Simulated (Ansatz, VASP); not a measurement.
## BN: VASP beside Ansatz

```
CELL_PARAMETERS angstrom
2.50611 0.00000 0.00000
-1.25306 2.17036 0.00000
0.00000 0.00000 6.59240
ATOMIC_POSITIONS crystal
B 0.87492 0.98033 0.50000
B 0.44530 0.65972 0.00000
N 0.11756 0.00536 0.00000
N 0.55922 0.34852 0.50000
```

Change from the starting cell: mode 4 frozen in at -0.289 Å and mode 10 at -0.043 Å (largest displacements).

Alike in both runs: task single point; functional PBE; dispersion D3(BJ); k mesh 12 × 12 × 4; occupations methfessel-paxton of order 1, width 0.05 eV; no spin polarisation.

|  | VASP | Ansatz |
| --- | --- | --- |
| version | VASP 6.6.1 | Ansatz 0.2.0 |
| potentials or method | VASP PAW PBE potentials, release 64 (B, N), cutoff 520 eV | scalar-relativistic, plane waves, PAW |
| valence electrons in the cell | 16 | 16 |

|  | VASP | Ansatz | Ansatz less VASP |
| --- | --- | --- | --- |
| gap on the k mesh at the Fermi level (eV) | 3.80 | 3.81 | +0.008 |
| least direct gap on the mesh (eV) | 4.09 | 4.09 | +0.003 |
| pressure (GPa) | 1.5 | 1.5 | -0.02 |
| traceless stress, the component that is largest in VASP (GPa) | 6.94 | 6.84 | -0.092 |
| rms of the force components (eV/Å) | 1.490 | 1.493 | +0.0033 |

Atom by atom the forces differ by 0.003 eV/Å (rms over components).
